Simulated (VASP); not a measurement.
A run of VASP 6.6.1 is set up as follows.

The input INCAR:

```
ALGO     = Normal         # electronic algorithm
EDIFF    = 1E-6           # SCF threshold, eV
ENCUT    = 520            # plane-wave cutoff, eV
GGA      = RE             # functional
ISIF     = 2              # what is computed and relaxed
ISMEAR   = -1             # smearing method
LASPH    = T              # aspherical terms in the spheres
LCHARG   = F              # write CHGCAR
LREAL    = F              # projectors in reciprocal space
LWAVE    = F              # write WAVECAR
NBANDS   = 18             # bands
NELM     = 60             # most SCF steps
PREC     = Accurate       # precision mode
SIGMA    = 0.1            # smearing width, eV
```

File KPOINTS:

```
k-points
0
Gamma
  10 10 10
```

POSCAR

```
ZnAu
1.0
    3.1470000000      0.0000000000      0.0000000000
    0.0000000000      3.1470000000      0.0000000000
    0.0000000000      0.0000000000      3.1470000000
Zn Au
1 1
Direct
    0.5000000000      0.5000000000      0.5000000000
    0.0000000000      0.0000000000      0.0000000000
```

Potentials or basis: VASP PAW PBE potentials, release 64 (Zn, Au).

Launch:

```console
$ cat potpaw_PBE.64/Zn/POTCAR potpaw_PBE.64/Au/POTCAR > POTCAR
$ mpirun -np 1 vasp_std > vasp.out
```

Task: What does it give for the pressure?

Result: 7.7 GPa.

Caveat: the PAW data sets were made with another functional, which shifts forces and pressure a little.
